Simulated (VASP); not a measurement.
Crystal: Al2O3.

```
Al O
1.0
     2.88433    0.00000    0.00000
    -1.44216    2.49790    0.00000
     0.00000    0.00000    9.33675
Al O
2 3
Direct
  0.00000 0.00000 0.14999
  0.00000 0.00000 0.85001
  0.33333 0.66667 0.22232
  0.66667 0.33333 0.00000
  0.33333 0.66667 0.77768
```

```yaml
Program: VASP 6.6.1
Task: relaxation of cell and atoms
Functional: PBEsol
Dispersion: D3(BJ)
Potentials_or_basis: VASP PAW PBE potentials, release 64 (Al, O)
Cutoff: 700 eV
k_mesh: 4 × 4 × 2, shifted
Occupations: gaussian, width 0.01 eV
Spin: no spin polarisation
```

At the start: pressure -4.4 GPa; volume 13.45 Å³/atom.

How do energy, volume and symmetry change on relaxing?

Over 62 steps the energy falls by 33.4 meV/atom and the volume is 10.09 Å³/atom (-25.0 %); space group P-6m2 (No. 187, to 0.1 Å) before, Amm2 (No. 38, to 0.1 Å).

The path:
| step | energy change (eV) | largest force (eV/Å) | pressure (GPa) | volume (Å³) |
| --- | --- | --- | --- | --- |
| 1 | 0.0000 | 0.1586 | -4.35 | 67.27 |
| 3 | -0.0267 | 0.2250 | -0.12 | 65.47 |
| 5 | -0.0292 | 0.0616 | -0.09 | 65.26 |
| 7 | -0.0316 | 0.0555 | 0.00 | 64.92 |
| 9 | -0.0380 | 0.0970 | 0.49 | 63.37 |
| 11 | -0.0386 | 0.1156 | 0.75 | 62.85 |
| 13 | -0.0393 | 0.1163 | 0.71 | 62.79 |
| 15 | -0.0423 | 0.1285 | 0.55 | 62.49 |
| 17 | -0.0538 | 0.2036 | -0.01 | 61.29 |
| 19 | -0.0893 | 0.6652 | -0.92 | 56.40 |
| 21 | -0.1067 | 0.5408 | -0.60 | 54.98 |
| 23 | -0.1255 | 0.3292 | 0.28 | 52.94 |
| 25 | -0.1356 | 0.2400 | -0.03 | 53.37 |
| 27 | -0.1426 | 0.1447 | -1.24 | 53.57 |
| 29 | -0.1466 | 0.2134 | 0.43 | 53.00 |
| 31 | -0.1542 | 0.1055 | -0.13 | 52.71 |
| 33 | -0.1551 | 0.1023 | -0.33 | 52.56 |
| 35 | -0.1599 | 0.1186 | 0.42 | 52.04 |
| 37 | -0.1609 | 0.0585 | -0.24 | 52.04 |
| 39 | -0.1629 | 0.0647 | -0.22 | 51.69 |
| 41 | -0.1637 | 0.0583 | -0.04 | 51.46 |
| 43 | -0.1649 | 0.0456 | 0.28 | 51.06 |
| 45 | -0.1657 | 0.0486 | -0.06 | 50.81 |
| 47 | -0.1660 | 0.0337 | 0.04 | 50.74 |
| 49 | -0.1661 | 0.0245 | -0.09 | 50.73 |
| 51 | -0.1662 | 0.0231 | -0.03 | 50.72 |
| 53 | -0.1663 | 0.0129 | 0.24 | 50.57 |
| 55 | -0.1664 | 0.0164 | 0.18 | 50.56 |
| 57 | -0.1666 | 0.0514 | -0.08 | 50.53 |
| 59 | -0.1668 | 0.0308 | -0.03 | 50.46 |
| 61 | -0.1669 | 0.0185 | 0.01 | 50.44 |
| 62 | -0.1669 | 0.0099 | 0.06 | 50.43 |

Final structure:
```
Al O
1.0
     2.83632    0.02796    0.00000
    -1.39395    2.47030    0.00000
     0.00000    0.00000    7.15836
Al O
2 3
Cartesian
  2.8155 0.0400 1.3828
  2.8155 0.0400 5.7755
  0.0126 1.6582 2.0608
  1.4749 0.8140 7.1584
  0.0126 1.6582 5.0975
```

Caveat: the volume moved by over 15 % at a fixed basis, so the end points are rough; the PAW data sets were made with another functional, which shifts forces and pressure a little.
